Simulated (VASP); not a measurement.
# C (Fd-3m) in VASP: a series of runs

C is run at these levels: PBE+D3(BJ); tasks: single point.

Everything below comes from runs of VASP 6.6.1. Logs are shortened: lines on timing, memory, paths and dates and some standing lists are left out, and cuts for length are marked.

## 1. The cell of the first run

It takes space group Fd-3m (No. 227, cubic). Conventional cell: a = 3.557 Å, b = 3.557 Å, c = 3.557 Å, α = 90.00°, β = 90.00°, γ = 90.00°. C (site symmetry -43m) has 4 C at 1.54 Å within 2.1 Å.

## 2. Single point, PBE+D3(BJ)

The input, INCAR:

```
SYSTEM = C
PREC = Accurate
ENCUT = 600
EDIFF = 1E-6
ISMEAR = 0
SIGMA = 0.02
LREAL = .FALSE.
LASPH = .TRUE.
NELM = 120
ALGO = Normal
ISIF = 2
LWAVE = .FALSE.
LCHARG = .FALSE.
GGA = PE
IVDW = 12
NBANDS = 11
GGA_COMPAT = .FALSE.
```

The input, KPOINTS:

```
regular mesh
0
G
  12 12 12
  0 0 0
```

The input, POSCAR:

```
C
1.0
    0.0000000000      1.7784858938      1.7784858938
    1.7784858938      0.0000000000      1.7784858938
    1.7784858938      1.7784858938      0.0000000000
C
2
Direct
    0.0000000000      0.0000000000      0.0000000000
    0.2500000000      0.2500000000      0.2500000000
```

Potentials or basis: VASP PAW PBE potentials, release 64 (C).

Launch:

```bash
$ cat potpaw_PBE.64/C/POTCAR > POTCAR
$ mpirun -np 1 vasp_std > vasp.out
```

OUTCAR:

```text
SYSTEM = C
   PREC = Accurate
   ENCUT = 600
   EDIFF = 1E-6
   ISMEAR = 0
   LREAL = .FALSE.
   LASPH = .TRUE.
   NELM = 120
   ISIF = 2
   GGA = PE
   IVDW = 12
 IVDW          = 12

 ion  position               nearest neighbor table
   1  0.000  0.000  0.000-   2 1.54   2 1.54   2 1.54   2 1.54
   2  0.250  0.250  0.250-   1 1.54   1 1.54   1 1.54   1 1.54

  LATTYP: Found a face centered cubic cell.
 ALAT       =     3.5569717876

  Lattice vectors:

 A1 = (   0.0000000000,   1.7784858938,   1.7784858938)
 A2 = (   1.7784858938,   0.0000000000,   1.7784858938)
 A3 = (   1.7784858938,   1.7784858938,   0.0000000000)

Analysis of symmetry for initial positions (statically):
=====================================================================
 Subroutine PRICEL returns:
 Original cell was already a primitive cell.

 Routine SETGRP: Setting up the symmetry group for a
 face centered cubic supercell.

 Subroutine GETGRP returns: Found 48 space group operations
 (whereof 24 operations were pure point group operations)
 out of a pool of 48 trial point group operations.

The static configuration has the point symmetry T_d .
 The point group associated with its full space group is O_h .

Analysis of symmetry for dynamics (positions and initial velocities):
=====================================================================
 Subroutine PRICEL returns:
 Original cell was already a primitive cell.

 Routine SETGRP: Setting up the symmetry group for a
 face centered cubic supercell.

 Subroutine GETGRP returns: Found 48 space group operations
 (whereof 24 operations were pure point group operations)
 out of a pool of 48 trial point group operations.

The dynamic configuration has the point symmetry T_d .
 The point group associated with its full space group is O_h .

 Subroutine INISYM returns: Found 48 space group operations
 (whereof 24 operations are pure point group operations),
 and found     1 'primitive' translations

----------------------------------------------------------------------------------------

                                     Primitive cell

  volume of cell :      11.2507

  direct lattice vectors                    reciprocal lattice vectors
     0.000000000  1.778485894  1.778485894    -0.281138018  0.281138018  0.281138018
     1.778485894  0.000000000  1.778485894     0.281138018 -0.281138018  0.281138018
[... 92 lines left out ...]
   ISYM   =      2    0-nonsym 1-usesym 2-fastsym
   POTIM  = 0.5000    time-step for ionic-motion
   TEBEG  =    0.0;   TEEND  =   0.0 temperature during run
   PSTRESS=    0.0 pullay stress
   NELECT =       8.0000    total number of electrons
   NUPDOWN=      -1.0000    fix difference up-down
   EMIN   =  10.00;   EMAX   =-10.00  energy-range for DOS
   EFERMI =   0.00;   METHOD = LEGACY
   ISMEAR =     0;   SIGMA  =   0.02  broadening in eV -4-tet -1-fermi 0-gaus
   EFERMI_NEDOS =   21; number of points for ismear=-14 and -15
   IALGO  =     38    algorithm
   IMIX   =      4    mixing-type and parameters
     AMIX     =   0.40;   BMIX     =  1.00
     AMIX_MAG =   1.60;   BMIX_MAG =  1.00
  volume/ion in A,a.u.               =       5.63        37.96
  Fermi-wavevector in a.u.,A,eV,Ry     =   1.461205  2.761277 29.050061  2.135119
  Thomas-Fermi vector in A             =   2.577564
   LORBIT       =      0    0 simple, 1 ext, 2 COOP (PROOUT), +10 PAW based schemes
   GGA     = PE    functional components
   LHFCALC =     F    Hartree Fock is set to
   AEXX    =    0.0000 exact exchange contribution
   IVDW    =    12    specifies the selected vdW correction
   LEPSILON=     F    determine dielectric tensor
   LRPA    =     F    only Hartree local field effects (RPA)
 non-spin polarized calculation
 Gauss-broadening in eV      SIGMA  =   0.02
  energy-cutoff  :      600.00
  volume of cell :       11.25
 maximum number of plane-waves:       388
   NGX =  9   NGY =  9   NGZ =  9

 number of electron       7.9999999 magnetization

 Free energy of the ion-electron system (eV)
  ---------------------------------------------------
  ext. energy  EPLUGINS =         0.00000000
  ---------------------------------------------------
  free energy    TOTEN  =       -18.18756967 eV

  energy without entropy =      -18.18756967  energy(sigma->0) =      -18.18756967

 E-fermi :   9.9380     XC(G=0): -13.2921

 val. band max:        9.8478917907   @ k =   0.0000   0.0000   0.0000
 cond. band min:      14.0201120560   @ k =   0.3333   0.3333   0.0000
 fundamental gap:      4.1722202654
 Fermi energy:         9.9380309850

 k-point     1 :       0.0000    0.0000    0.0000
  band No.  band energies     occupation
      1     -11.7395      2.00000
      2       9.8479      2.00000
      3       9.8479      2.00000
      4       9.8479      2.00000
      5      15.4608      0.00000
      6      15.4608      0.00000
      7      15.4608      0.00000
      8      23.3683      0.00000
      9      29.2485      0.00000
     10      36.4746      0.00000
     11      36.4746      0.00000
[... 309 lines left out ...]
 k-point    24 :      -0.4167    0.1667    0.0000
  band No.  band energies     occupation
      1      -5.5110      2.00000
      2      -2.7622      2.00000
      3       4.3393      2.00000
      4       6.2317      2.00000
      5      17.4193      0.00000
      6      20.1310      0.00000
      7      21.1591      0.00000
      8      25.3852      0.00000
      9      29.3868      0.00000
     10      34.1259      0.00000
     11      34.5696      0.00000

 [... further k-points ...]

------------------------ aborting loop because EDIFF is reached ----------------------------------------

 Edisp (eV)   -0.38575

 E8    (eV) :    -0.1110

  FORCE on cell =-STRESS in cart. coord.  units (eV):
  Direction    XX          YY          ZZ          XY          YZ          ZX
  --------------------------------------------------------------------------------------
  -------------------------------------------------------------------------------------
  Total      -0.00036    -0.00036    -0.00036     0.00000     0.00000     0.00000
  in kB      -0.05169    -0.05169    -0.05169     0.00000     0.00000     0.00000
  external pressure =       -0.05 kB  Pullay stress =        0.00 kB

 VOLUME and BASIS-vectors are now :
 -----------------------------------------------------------------------------
  energy-cutoff  :      600.00
  volume of cell :       11.25
      direct lattice vectors                 reciprocal lattice vectors
     0.000000000  1.778485894  1.778485894    -0.281138018  0.281138018  0.281138018
     1.778485894  0.000000000  1.778485894     0.281138018 -0.281138018  0.281138018
     1.778485894  1.778485894  0.000000000     0.281138018  0.281138018 -0.281138018

 POSITION                                       TOTAL-FORCE (eV/Angst)
 -----------------------------------------------------------------------------------
      0.00000      0.00000      0.00000         0.000000      0.000000      0.000000
      0.88924      0.88924      0.88924        -0.000000     -0.000000     -0.000000
 -----------------------------------------------------------------------------------
    total drift:                                0.000000      0.000000      0.000000

  FREE ENERGIE OF THE ION-ELECTRON SYSTEM (eV)
  ---------------------------------------------------
  free  energy   TOTEN  =       -18.5733194279 eV

  energy  without entropy=      -18.5733194279  energy(sigma->0) =      -18.57331943
```

stdout:

```text
POSCAR found type information on POSCAR C
 POSCAR found :  1 types and       2 ions
 scaLAPACK will be used
 LDA part: xc-table for (Slater+PW92), standard interpolation
 POSCAR, INCAR and KPOINTS ok, starting setup
 FFT: planning ... GRIDC
 FFT: planning ... GRID_SOFT
 FFT: planning ... GRID
 WAVECAR not read
 entering main loop
```

It used 9.8 s of CPU time on 1 thread of AMD EPYC 7R13 Processor (Zen 3) (shared host).

Results:

```yaml
Free_energy: -18.5733 eV
Pressure: 0.0 GPa
Band_gap_on_the_k_mesh: 4.17 eV, indirect (least direct gap 5.61 eV)
Dispersion_energy_per_atom: -0.193 eV
```

Levels at points of the mesh, in eV from the valence-band top:
| k point | band 2 | band 3 | band 4 | band 5 | band 6 | band 7 |
| --- | --- | --- | --- | --- | --- | --- |
| (0.00, 0.00, 0.00) | 0.00 | 0.00 | 0.00 | 5.61 | 5.61 | 5.61 |
| (0.50, 0.00, 0.00) | -13.46 | -2.82 | -2.82 | 8.49 | 8.49 | 8.96 |
| (0.50, 0.50, 0.00) | -12.82 | -6.35 | -6.35 | 4.78 | 4.78 | 16.93 |

A k mesh can miss the band edges. Expect the measured gap to be larger: semilocal functionals such as PBE lack the derivative discontinuity.

## 3. Single point, PBE+D3(BJ)

The input, INCAR:

```
ALGO = Normal
EDIFF = 1E-6
ENCUT = 600
GGA = PE
GGA_COMPAT = False
ISIF = 2
ISMEAR = 0
IVDW = 12
LASPH = True
LCHARG = True
LELF = True
LREAL = False
LVHAR = True
LWAVE = False
NBANDS = 11
NELM = 120
PREC = Accurate
SIGMA = 0.02
```

The input, KPOINTS:

```
k-points
0
Gamma
  12 12 12
```

POSCAR is that of step 2.

Potentials or basis: VASP PAW PBE potentials, release 64 (C).

Launch:

```bash
$ cat potpaw_PBE.64/C/POTCAR > POTCAR
$ mpirun -np 1 vasp_std > vasp.out
```

It used 10 s of CPU time on 1 thread of AMD EPYC 7R13 Processor (Zen 3), on a shared host.

It converged, with:

```
Free energy                : -18.5733 eV
Pressure                   : 0.0 GPa
Band gap on the k mesh     : 4.17 eV, indirect (least direct gap 5.61 eV)
Dispersion energy per atom : -0.193 eV
```

Levels at points of the mesh, in eV from the valence-band top:
```csv
k point,band 1,band 2,band 3,band 4,band 5,band 6,band 7,band 8
"(0.00, 0.00, 0.00)",-21.59,0.00,0.00,0.00,5.61,5.61,5.61,13.52
"(0.50, 0.00, 0.00)",-15.77,-13.46,-2.82,-2.82,8.49,8.49,8.96,15.77
"(0.50, 0.50, 0.00)",-12.82,-12.82,-6.35,-6.35,4.78,4.78,16.93,16.93
```

A k mesh can miss the band edges. As with any semilocal functional, this PBE gap is likely too small.
